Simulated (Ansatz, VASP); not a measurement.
**P: VASP beside Ansatz**

```
P
1.0
     1.65680   -5.23900    0.00000
     1.65680    5.23900    0.00000
     0.00000    0.00000    4.37630
P
4
Cartesian
  1.6568 1.0654 2.5407
  1.6568 -1.0654 1.8356
  1.6568 -4.1736 4.0237
  1.6568 4.1736 0.3526
```

Alike in both runs: task relaxation of cell and atoms; functional PBE; k mesh 6 × 6 × 4; occupations gaussian, width 0.05 eV; no spin polarisation.

|  | VASP | Ansatz |
| --- | --- | --- |
| version | VASP 6.6.1 | Ansatz 0.2.0 |
| potentials or method | VASP PAW PBE potentials, release 64 (P), cutoff 600 eV | scalar-relativistic, plane waves, PAW |
| valence electrons in the cell | 20 | 20 |

VASP gave:

```
gap on the k mesh at the Fermi level, each at its own relaxed structure (eV)  : 0.14
relaxed volume (Å³/atom)                                                      : 21.06
relaxed length of the cell vector where the two differ most in proportion (Å) : 5.839
```

Task: Which values does Ansatz return?

Result: gap on the k mesh at the Fermi level, each at its own relaxed structure (eV): 0.09; relaxed volume (Å³/atom): 20.97; relaxed length of the cell vector where the two differ most in proportion (Å): 5.817.
